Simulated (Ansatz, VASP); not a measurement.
One calculation of Bi2Se3, two programs

```
Bi Se
1.0
     1.97797    1.14198    9.20321
    -1.97797    1.14198    9.20321
     0.00000   -2.28397    9.20321
Bi Se
2 3
Direct
  0.59746 0.59746 0.59746
  0.40254 0.40254 0.40254
  0.79484 0.79484 0.79484
  0.20516 0.20516 0.20516
  0.00000 0.00000 0.00000
```

Change from the starting cell: volume scaled by 1.02, ions relaxed.

Alike in both runs: functional PBE; k mesh 14 × 14 × 14; occupations fermi-dirac, width 0.05 eV; no spin polarisation.

Ansatz relaxed the structure, and its values are those at the end. VASP's run is a single point on that final structure, the one shown.

|  | VASP | Ansatz |
| --- | --- | --- |
| version | VASP 6.6.1 | Ansatz 0.2.0 |
| potentials or method | VASP PAW PBE potentials, release 64 (Bi_d, Se) | plane-wave PAW, scalar-relativistic |
| plane-wave cutoff (eV) | 520 | 420 |
| valence electrons in the cell | 48 | 78 |

|  | VASP | Ansatz | Ansatz less VASP |
| --- | --- | --- | --- |
| pressure (GPa) | 10.4 | 10.3 | -0.04 |
| rms of the force components (eV/Å) | 0.004 | 0.004 | +0.0006 |

With one functional, cell and mesh, what is left measures potentials, basis and numerics. VASP's potentials hold 48 valence electrons a cell and Ansatz's 78, so a difference there can come from the potentials and not from the codes. Ansatz's warnings: stress scf threshold loose.

Neither program's run includes spin-orbit coupling.
